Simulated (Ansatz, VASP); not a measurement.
# CaO: VASP beside Ansatz

Contents of POSCAR:

```
CaO
1.0
   -0.0505059998      2.3949951161      2.3949951161
    2.3949951161     -0.0505059998      2.3949951161
    2.3949951161      2.3949951161     -0.0505059998
Ca O
1 1
Direct
    0.0000000000      0.0000000000      0.0000000000
    0.5000000000      0.5000000000      0.5000000000
```

INCAR.step1

```
PREC = Accurate
ENCUT = 520
ISMEAR = 0
SIGMA = 0.01
LREAL = False
LASPH = True
NELM = 100
NBANDS = 15
GGA = PE
ALGO = Normal
EDIFF = 1E-4
LWAVE = True
LCHARG = False
```

The input INCAR.step2:

```
PREC = Accurate
ENCUT = 520
EDIFF = 1E-6
ISMEAR = 0
SIGMA = 0.01
LREAL = False
LASPH = True
NELM = 100
ALGO = Normal
ISIF = 2
LWAVE = False
LCHARG = False
METAGGA = R2SCAN
LMIXTAU = True
NBANDS = 15
ISTART = 1
```

KPOINTS

```
Automatic mesh
0
Gamma
  10 10 10
```

Input for Ansatz:

```yaml
crystal:
  lattice:
    - [-0.0505059998, 2.3949951161, 2.3949951161]
    - [2.3949951161, -0.0505059998, 2.3949951161]
    - [2.3949951161, 2.3949951161, -0.0505059998]
  atoms:
    - { symbol: Ca, position: [0.0, 0.0, 0.0] }
    - { symbol: O, position: [0.5, 0.5, 0.5] }
kpoints:
  mp_grid: { grid: [10, 10, 10] }
  band_path:
    path:
      - [0.0, 0.0, 0.0]
      - [0.5, 0.0, 0.5]
      - [0.625, 0.25, 0.625]
      - [0.375, 0.375, 0.75]
      - [0.5, 0.5, 0.5]
      - [0.5, 0.25, 0.75]
      - [0.0, 0.5, 0.5]
    npoints: 1
hamiltonian:
  xc: r2scan
scf:
  occupations: { method: fixed }
  n_extra_bands: 4
output:
  forces: true
  stress: true
  eigenvalues: true
```

Change from the starting cell: epitaxial_111 strain +2.0%.

Alike in both runs: task single point; functional r2SCAN; k mesh 10 × 10 × 10; no spin polarisation.

```csv
,VASP,Ansatz
version,VASP 6.6.1,Ansatz 0.2.0
potentials or method,"VASP PAW PBE potentials, release 64 (Ca_sv, O)","plane waves, PAW"
plane-wave cutoff (eV),520,500
occupations,"gaussian, width 0.01 eV",fixed
valence electrons in the cell,16,16
```

|  | VASP | Ansatz | Ansatz less VASP |
| --- | --- | --- | --- |
| gap on the k mesh at the Fermi level (eV) | 4.12 | 4.13 | +0.010 |
| pressure (GPa) | -2.2 | -3.1 | -0.93 |
| traceless stress, the component that is largest in VASP (GPa) | 1.54 | 1.56 | +0.019 |

VASP's potentials were made for PBE, not for r2SCAN.
